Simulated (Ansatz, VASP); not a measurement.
## H in VASP and in Ansatz

```
H
1.0
    15.00000    0.00000    0.00000
     0.00000   15.50000    0.00000
     0.00000    0.00000   16.00000
H
2
Direct
  0.47680 0.49905 0.50111
  0.52320 0.50095 0.49889
```

Alike in both runs: task relaxation of the atoms; functional PBEsol; k mesh 1 × 1 × 1; occupations gaussian, width 0.005 eV; no spin polarisation.

|  | VASP | Ansatz |
| --- | --- | --- |
| version | VASP 6.6.1 | Ansatz 0.2.0 |
| potentials or method | VASP PAW PBE potentials, release 64 (H), cutoff 520 eV | scalar-relativistic, plane waves, PAW |
| valence electrons in the cell | 2 | 2 |

|  | VASP | Ansatz | Ansatz less VASP |
| --- | --- | --- | --- |
| gap on the k mesh at the Fermi level, each at its own relaxed structure (eV) | 10.08 | 10.07 | -0.005 |

VASP's potentials were made for PBE, not for PBEsol.
